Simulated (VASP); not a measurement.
Runs of VASP 6.6.1 on Ta. It takes space group Im-3m (No. 229, cubic). Conventional cell: a = 3.303 Å, b = 3.303 Å, c = 3.303 Å, α = 90.00°, β = 90.00°, γ = 90.00°. Ta (site symmetry m-3m) has 14 Ta at 2.86 to 3.30 Å within 3.8 Å. 

```csv
task,level,spin,cell,k mesh,cutoff (eV),share of exact exchange,screening parameter,gap on the mesh (eV),pressure (GPa)
single point,PBEsol-based screened hybrid with 25 % exact exchange,off,as given,6 × 6 × 6,520,0.25,0.207 1/Å,none,-1.2
single point,PBE0,"non-collinear, zero start, SOC",as given,5 × 5 × 5,520,0.25,-,-,(a)
single point,PBEsol-based global hybrid with 25 % exact exchange,off,as given,6 × 6 × 6,520,0.25,-,none,-1.4
relaxation of cell and atoms,HF,off,relaxed,6 × 6 × 6,600,1,-,none,0.0
```

Alike in all rows: potentials or basis VASP PAW PBE potentials, release 64 (Ta_pv); smearing fermi-dirac 0.05 eV.

**Question.** Estimate the missing entries.

**Answer.** (a) 2.3.

Caveats: all runs use coarse meshes; the PAW data sets were made with another functional, which shifts forces and pressure a little; spin-orbit coupling is left out, which moves the levels of the heavy elements (at least some runs); a moment this small can come from the mesh or the smearing (at least some runs).

A k mesh can miss the band edges, and rows without SOC leave out spin-orbit coupling on Ta.

A gap of «none» marks levels without a gap at the run's occupations.
